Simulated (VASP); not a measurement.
# Ti (P6_3/mmc) in VASP: relaxation of cell and atoms with PBE

Aim: the relaxation of cell and atoms of Ti with PBE.

All numbers are computed with VASP 6.6.1; they aren't measurements. Logs are shortened: lines on timing, memory, paths and dates and some standing lists are left out, and cuts for length are marked.

### Step 1. The cell of the first run

The structure is hexagonal, space group P6_3/mmc (No. 194). Conventional cell: a = 2.950 Å, b = 2.950 Å, c = 4.680 Å, α = 90.00°, β = 90.00°, γ = 120.00°. Ti (site symmetry -6m2) has 12 Ti at 2.89 to 2.95 Å within 3.8 Å.

### Step 2. Relaxation of cell and atoms, PBE

INCAR reads:

```
ALGO = Normal
EDIFF = 1E-7
EDIFFG = -0.002
ENCUT = 500
GGA = PE
GGA_COMPAT = F
IBRION = 2
ISIF = 3
ISMEAR = 0
LASPH = T
LCHARG = F
LREAL = F
LWAVE = F
NELM = 120
NELMIN = 4
NSW = 80
PREC = Accurate
SIGMA = 0.1
```

KPOINTS reads:

```
k-points
0
Gamma
  24 24 14
```

POSCAR reads:

```
Ti
1.0
    2.9500000000      0.0000000000      0.0000000000
   -1.4750000000      2.5547749412      0.0000000000
    0.0000000000      0.0000000000      4.6800000000
Ti
2
Direct
    0.3333333333      0.6666666667      0.2500000000
    0.6666666667      0.3333333333      0.7500000000
```

Potentials or basis: VASP PAW PBE potentials, release 64 (Ti_sv).

Run with:

```console
$ cat potpaw_PBE.64/Ti_sv/POTCAR > POTCAR
$ mpirun -np 1 vasp_std > vasp.out
```

OUTCAR:

```text
EDIFF = 1E-7
   EDIFFG = -0.002
   ENCUT = 500
   GGA = PE
   IBRION = 2
   ISIF = 3
   ISMEAR = 0
   LASPH = T
   LREAL = F
   NELM = 120
   NELMIN = 4
   NSW = 80
   PREC = Accurate

 ion  position               nearest neighbor table
   1  0.333  0.667  0.250-   2 2.89   2 2.89   2 2.89   2 2.89   2 2.89   2 2.89
   2  0.667  0.333  0.750-   1 2.89   1 2.89   1 2.89   1 2.89   1 2.89   1 2.89

  LATTYP: Found a hexagonal cell.
 ALAT       =     2.9500000000
 C/A-ratio  =     1.5864406780

  Lattice vectors:

 A1 = (   2.9500000000,   0.0000000000,   0.0000000000)
 A2 = (  -1.4750000000,   2.5547749412,   0.0000000000)
 A3 = (   0.0000000000,   0.0000000000,   4.6800000000)

Analysis of symmetry for initial positions (statically):
=====================================================================
 Subroutine PRICEL returns:
 Original cell was already a primitive cell.

 Routine SETGRP: Setting up the symmetry group for a
 hexagonal supercell.

 Subroutine GETGRP returns: Found 24 space group operations
 (whereof 12 operations were pure point group operations)
 out of a pool of 24 trial point group operations.

The static configuration has the point symmetry D_3d.
 The point group associated with its full space group is D_6h.

Analysis of symmetry for dynamics (positions and initial velocities):
=====================================================================
 Subroutine PRICEL returns:
 Original cell was already a primitive cell.

 Routine SETGRP: Setting up the symmetry group for a
 hexagonal supercell.

 Subroutine GETGRP returns: Found 24 space group operations
 (whereof 12 operations were pure point group operations)
 out of a pool of 24 trial point group operations.

The dynamic configuration has the point symmetry D_3d.
 The point group associated with its full space group is D_6h.

 Subroutine INISYM returns: Found 24 space group operations
 (whereof 12 operations are pure point group operations),
 and found     1 'primitive' translations

----------------------------------------------------------------------------------------

                                     Primitive cell

  volume of cell :      35.2712

  direct lattice vectors                    reciprocal lattice vectors
     2.950000000  0.000000000  0.000000000     0.338983051  0.195711956  0.000000000
    -1.475000000  2.554774941  0.000000000     0.000000000  0.391423911  0.000000000
     0.000000000  0.000000000  4.680000000     0.000000000  0.000000000  0.213675214
[... 105 lines left out ...]
  volume/ion in A,a.u.               =      17.64       119.01
  Fermi-wavevector in a.u.,A,eV,Ry     =   1.439920  2.721055 28.209912  2.073370
  Thomas-Fermi vector in A             =   2.558722
   LORBIT       =      0    0 simple, 1 ext, 2 COOP (PROOUT), +10 PAW based schemes
   GGA     = PE    functional components
   LHFCALC =     F    Hartree Fock is set to
   AEXX    =    0.0000 exact exchange contribution
   IVDW    =     0    specifies the selected vdW correction
   LEPSILON=     F    determine dielectric tensor
   LRPA    =     F    only Hartree local field effects (RPA)
 conjugate gradient relaxation of ions
 non-spin polarized calculation
 Gauss-broadening in eV      SIGMA  =   0.10
  energy-cutoff  :      500.00
  volume of cell :       35.27
 maximum number of plane-waves:       929
 NGX is ok and might be reduce to    24
   NGX = 11   NGY = 11   NGZ = 17

--------------------------------------- Ionic step        1  -------------------------------------------

 number of electron      24.0000002 magnetization

 Free energy of the ion-electron system (eV)
  ---------------------------------------------------
  ext. energy  EPLUGINS =         0.00000000
  ---------------------------------------------------
  free energy    TOTEN  =       -15.67385431 eV

  energy without entropy =      -15.66401372  energy(sigma->0) =      -15.66893401

------------------------ aborting loop because EDIFF is reached ----------------------------------------

  FORCE on cell =-STRESS in cart. coord.  units (eV):
  Direction    XX          YY          ZZ          XY          YZ          ZX
  --------------------------------------------------------------------------------------
  -------------------------------------------------------------------------------------
  Total       -0.3778069     -0.3778069     -0.4508334     -0.0000000      0.0000000      0.0000000
  in kB      -17.1616871    -17.1616871    -20.4788786     -0.0000000      0.0000000      0.0000000
  external PRESSURE =     -18.2674176 kB  Pullay stress =       0.0000000 kB
[... 89 lines left out ...]
  FREE ENERGIE OF THE ION-ELECTRON SYSTEM (eV)
  ---------------------------------------------------
  free  energy   TOTEN  =       -15.6772697690 eV

  energy  without entropy=      -15.6676053832  energy(sigma->0) =      -15.67243758

[... ionic steps 4 to 8 ...]

--------------------------------------- Ionic step        9  -------------------------------------------

 number of electron      24.0000001 magnetization

------------------------ aborting loop because EDIFF is reached ----------------------------------------
[... 67 lines left out ...]
--------------------------------------- Ionic step       11  -------------------------------------------

 number of electron      24.0000001 magnetization

 Free energy of the ion-electron system (eV)
  ---------------------------------------------------
  ext. energy  EPLUGINS =         0.00000000
  ---------------------------------------------------
  free energy    TOTEN  =       -15.67729206 eV

  energy without entropy =      -15.66763166  energy(sigma->0) =      -15.67246186

 E-fermi :   8.3602     XC(G=0): -11.5042

 val. band max:        8.3524993318   @ k =   0.0417   0.0000   0.2857
 cond. band min:       8.3607015150   @ k =   0.2500   0.2500   0.4286
 fundamental gap:      0.0082021832
 Fermi energy:         8.3601776146

 k-point     1 :       0.0000    0.0000    0.0000
  band No.  band energies     occupation
      1     -48.5084      2.00000
      2     -48.3704      2.00000
      3     -25.0996      2.00000
      4     -24.4524      2.00000
      5     -24.4524      2.00000
      6     -24.3870      2.00000
[... 433 lines left out ...]
      3     -24.9208      2.00000
      4     -24.7971      2.00000
      5     -24.7923      2.00000
      6     -24.5989      2.00000
[... 8 lines left out ...]
     15       9.5322      0.00000
     16      11.6848      0.00000

 [... further k-points ...]
[... 5 lines left out ...]
  --------------------------------------------------------------------------------------
  -------------------------------------------------------------------------------------
  Total       -0.0018695     -0.0018695     -0.0002603      0.0000000      0.0000000      0.0000000
  in kB       -0.0863519     -0.0863519     -0.0120231      0.0000000      0.0000000      0.0000000
  external PRESSURE =      -0.0615757 kB  Pullay stress =       0.0000000 kB
[... 17 lines left out ...]
  FREE ENERGIE OF THE ION-ELECTRON SYSTEM (eV)
  ---------------------------------------------------
  free  energy   TOTEN  =       -15.6772920616 eV

  energy  without entropy=      -15.6676316593  energy(sigma->0) =      -15.67246186

 reached required accuracy - stopping structural energy minimisation
```

OSZICAR:

```text
N       E                     dE             d eps       ncg     rms          rms(c)
DAV:   1     0.244146541158E+03    0.24415E+03   -0.13398E+04 15624   0.182E+03
DAV:   2     0.104466259615E+02   -0.23370E+03   -0.23240E+03 16224   0.487E+02
DAV:   3    -0.166033145036E+02   -0.27050E+02   -0.26847E+02 30800   0.135E+02
[... 100 lines left out ...]
DAV:   3    -0.156772907231E+02    0.11531E-05   -0.12665E-05 21936   0.238E-02    0.348E-03
DAV:   4    -0.156772913550E+02   -0.63192E-06   -0.27026E-06 20672   0.114E-02    0.135E-03
DAV:   5    -0.156772918047E+02   -0.44974E-06   -0.78601E-07 19192   0.638E-03    0.201E-03
DAV:   6    -0.156772919948E+02   -0.19008E-06   -0.27683E-07 14400   0.428E-03    0.551E-04
DAV:   7    -0.156772920616E+02   -0.66815E-07   -0.39476E-08  7880   0.203E-03
  11 F= -.15677292E+02 E0= -.15672462E+02  d E =-.126298E-05
```

CONTCAR:

```text
Ti
   1.00000000000000
     2.9362977473652183    0.0000000000000000    0.0000000000000000
    -1.4681488736826092    2.5429084423287054    0.0000000000000000
     0.0000000000000000   -0.0000000000000000    4.6455930253290054
  Ti
     2
Direct
     0.3333333332999970    0.6666666667000030    0.2500000000000000
     0.6666666667000030    0.3333333332999970    0.7500000000000000

  0.00000000E+00  0.00000000E+00  0.00000000E+00
  0.00000000E+00  0.00000000E+00  0.00000000E+00
```

Run time: 31 min. Hardware: 1 thread of Oxide Virtual Turin-like, shared host; peak memory 0.31 GiB.

Results:

```yaml
Free_energy: -15.6773 eV
Relaxed_volume: 17.34 Å³/atom
Relaxed_cell: a = 2.936 Å, b = 2.936 Å, c = 4.646 Å, α = 90.00°, β = 90.00°, γ = 120.00°
Space_group_after_relaxing_to_0.1_Å: P6_3/mmc (No. 194)
Energy_gained_by_relaxing: 1.7 meV/atom
Ionic_steps: 11
Pressure_after_relaxing: 0.0 GPa
Band_gap_on_the_k_mesh: zero (bands 12 and 13 overlap by 1.15 eV)
```

The path:
```tsv
step	energy change (eV)	largest force (eV/Å)	pressure (GPa)	volume (Å³)
1	0.0000	0.0000	-1.83	35.27
2	-0.0015	0.0000	1.43	34.25
3	-0.0034	0.0000	0.00	34.68
4	-0.0034	0.0000	0.04	34.67
5	-0.0034	0.0000	0.03	34.67
6	-0.0034	0.0000	0.04	34.67
7	-0.0034	0.0000	0.03	34.68
8	-0.0034	0.0000	0.04	34.68
9	-0.0034	0.0000	0.04	34.68
10	-0.0034	0.0000	-0.03	34.70
11	-0.0034	0.0000	-0.01	34.69
```

Final structure:
```cif
data_structure
_symmetry_space_group_name_H-M 'P 1'
_symmetry_Int_Tables_number 1
_cell_length_a 2.9363
_cell_length_b 2.9363
_cell_length_c 4.6456
_cell_angle_alpha 90.000
_cell_angle_beta 90.000
_cell_angle_gamma 120.000
_cell_volume 34.69
loop_
_atom_site_label
_atom_site_type_symbol
_atom_site_fract_x
_atom_site_fract_y
_atom_site_fract_z
_atom_site_occupancy
Ti1 Ti 0.33333 0.66667 0.25000 1
Ti2 Ti 0.66667 0.33333 0.75000 1
```
